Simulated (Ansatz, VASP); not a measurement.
**Cs in VASP and in Ansatz**

The input POSCAR:

```
Cs
1.0
   -2.7500754600      2.7500754600      4.0972389800
    2.7500754600     -2.7500754600      4.0972389800
    2.7500754600      2.7500754600     -4.0972389800
Cs
1
Direct
    0.0000000000      0.0000000000      0.0000000000
```

INCAR.step1

```
SYSTEM = Cs
PREC     = Accurate       ! precision mode
ENCUT    = 600            ! plane-wave cutoff, eV
ISMEAR   = -1             ! smearing method
SIGMA    = 0.05           ! smearing width, eV
LREAL    = .False.        ! projectors in reciprocal space
LASPH    = .True.         ! aspherical terms in the spheres
NELM     = 80             ! most SCF steps
GGA      = PE             ! functional
ALGO     = Normal         ! electronic algorithm
EDIFF    = 1E-4           ! SCF threshold, eV
LWAVE    = .True.         ! write WAVECAR
LCHARG   = .False.        ! write CHGCAR
```

File INCAR.step2:

```
SYSTEM = Cs
PREC     = Accurate       ! precision mode
ENCUT    = 600            ! plane-wave cutoff, eV
EDIFF    = 1E-7           ! SCF threshold, eV
ISMEAR   = -1             ! smearing method
SIGMA    = 0.05           ! smearing width, eV
LREAL    = .False.        ! projectors in reciprocal space
LASPH    = .True.         ! aspherical terms in the spheres
NELM     = 80             ! most SCF steps
ALGO     = Normal         ! electronic algorithm
ISIF     = 3              ! what is computed and relaxed
LWAVE    = .False.        ! write WAVECAR
LCHARG   = .False.        ! write CHGCAR
METAGGA  = R2SCAN         ! meta-GGA
LMIXTAU  = .True.       
IBRION   = 2              ! ionic algorithm
NSW      = 60             ! ionic steps
EDIFFG   = -0.01          ! ionic threshold
ISTART   = 1
```

KPOINTS

```
Automatic mesh
0
Gamma
  7 7 7
  0 0 0
```

The input input.yaml:

```yaml
crystal:
  lattice:
    - [-2.75007546, 2.75007546, 4.09723898]
    - [2.75007546, -2.75007546, 4.09723898]
    - [2.75007546, 2.75007546, -4.09723898]
  atoms:
    - { symbol: Cs, position: [0.0, 0.0, 0.0] }
hamiltonian:
  xc: r2scan
  pseudopotentials: { kind: paw }
kpoints:
  mp_grid: { grid: [7, 7, 7] }
scf:
  occupations: { method: fermi_dirac, width: 0.05 }
output:
  forces: true
  stress: true
  eigenvalues: true
relax:
  f_tol: 0.01
  max_steps: 40
  cell: { stress_tol: 0.05 }
```

Alike in both runs: task relaxation of cell and atoms; functional r2SCAN; k mesh 7 × 7 × 7; occupations fermi-dirac, width 0.05 eV; no spin polarisation.

```csv
,VASP,Ansatz
version,VASP 6.6.1,Ansatz 0.2.0
potentials or method,"VASP PAW PBE potentials, release 64 (Cs_sv)",Ansatz PAW
plane-wave cutoff (eV),600,500
valence electrons in the cell,9,9
```

VASP gave:

| Property | Result |
| --- | --- |
| gap on the k mesh at the Fermi level, each at its own relaxed structure (eV) | none |
| relaxed volume (Å³/atom) | 123.43 |
| relaxed cell length with the largest relative difference (Å) | 5.579 |

Estimate Ansatz's values.

gap on the k mesh at the Fermi level, each at its own relaxed structure (eV): none; relaxed volume (Å³/atom): 123.95; relaxed cell length with the largest relative difference (Å): 5.649.

VASP's potentials were made for PBE, not for r2SCAN. A gap of «none» marks a metal or a gap that the smearing closes.

Spin-orbit coupling is off throughout. Noted on Ansatz's run: the plane-wave basis is chosen anew once the cell has moved, so the energies of steps on either side of that aren't comparable.
